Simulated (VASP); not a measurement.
# ZnS: single point with PBEsol

ZnS:

```
CELL_PARAMETERS angstrom
3.78791 0.00000 0.00000
-1.89396 3.28043 0.00000
0.00000 0.00000 9.27586
ATOMIC_POSITIONS crystal
Zn 0.00000 0.00000 0.99990
Zn 0.33333 0.66667 0.33323
Zn 0.66667 0.33333 0.66656
S 0.00000 0.00000 0.25010
S 0.33333 0.66667 0.58344
S 0.66667 0.33333 0.91677
```

```
Program             : VASP 6.6.1
Task                : single point
Functional          : PBEsol
Potentials or basis : VASP PAW PBE potentials, release 64 (Zn, S)
Cutoff              : 520 eV
k mesh              : 12 × 12 × 4
Occupations         : gaussian, width 0.02 eV
Spin                : no spin polarisation
```

```yaml
Pressure: 0.2 GPa
Largest_force: 0.010 eV/Å
Band_gap_on_the_k_mesh: 2.09 eV
```

Forces on the atoms (eV/Å):
```
Zn   0.000  0.000  0.010
Zn   0.000  0.000  0.010
Zn   0.000  0.000  0.010
S    0.000  0.000 -0.010
S    0.000  0.000 -0.010
S    0.000  0.000 -0.010
```

Levels at points of the mesh, in eV from the valence-band top:
| k point | band 23 | band 24 | band 25 | band 26 | band 27 | band 28 | band 29 | band 30 | band 31 | band 32 |
| --- | --- | --- | --- | --- | --- | --- | --- | --- | --- | --- |
| (0.00, 0.00, 0.00) | -0.72 | -0.72 | 0.00 | 0.00 | 0.00 | 2.09 | 3.38 | 3.38 | 6.29 | 6.29 |
| (0.50, 0.00, 0.00) | -2.35 | -1.92 | -1.92 | -1.33 | -1.33 | 3.18 | 3.96 | 4.24 | 4.24 | 6.10 |
| (0.00, 0.00, 0.50) | -0.92 | -0.27 | -0.27 | -0.27 | -0.27 | 3.21 | 3.21 | 3.24 | 6.29 | 6.29 |
| (0.50, 0.00, 0.50) | -2.73 | -2.03 | -2.03 | -0.92 | -0.92 | 3.24 | 3.80 | 3.80 | 5.04 | 5.04 |

Wall time 4.8 min on 1 thread of Intel Xeon 8259CL, on a shared host, peak memory 0.37 GiB.

Caveat: the PAW data sets were made with another functional, which shifts forces and pressure a little. A k mesh can miss the band edges.
